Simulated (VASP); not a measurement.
Hf: single point with PBEsol

Hf:

```xyz
2
Lattice="1.5792 -2.7353 0.0000 1.5792 2.7353 0.0000 0.0000 0.0000 5.0018" Properties=species:S:1:pos:R:3 pbc="T T T"
Hf    1.5792   -0.9118    1.2505
Hf    1.5792    0.9118    3.7514
```

| Item | Value |
| --- | --- |
| Program | VASP 6.6.1 |
| Task | single point |
| Functional | PBEsol |
| Potentials or basis | VASP PAW PBE potentials, release 64 (Hf_pv) |
| Cutoff | 520 eV |
| k mesh | 12 × 12 × 7 |
| Occupations | fermi-dirac, width 0.08 eV |
| Spin | no spin polarisation |

```yaml
Pressure: -0.3 GPa
Band_gap_on_the_k_mesh: zero (bands 10 and 11 overlap by 1.46 eV)
```

Stress tensor (GPa, compression positive):
```
-0.30  0.00  0.00
 0.00 -0.30  0.00
 0.00  0.00 -0.39
```

Levels at points of the mesh, in eV from the Fermi level:
| k point | band 8 | band 9 | band 10 | band 11 | band 12 | band 13 |
| --- | --- | --- | --- | --- | --- | --- |
| (0.00, 0.00, 0.00) | -3.82 | 0.80 | 1.18 | 1.18 | 1.47 | 2.04 |
| (0.50, 0.00, 0.00) | -2.87 | -2.33 | -0.71 | 0.78 | 0.91 | 1.74 |

Run time: 48 s on 1 thread of AMD EPYC 9R14 (Zen 4), with other jobs on the host, peak memory 0.15 GiB.

Caveat: the PAW data sets were made with another functional, which shifts forces and pressure a little; spin-orbit coupling is left out, which moves the levels of the heavy elements.
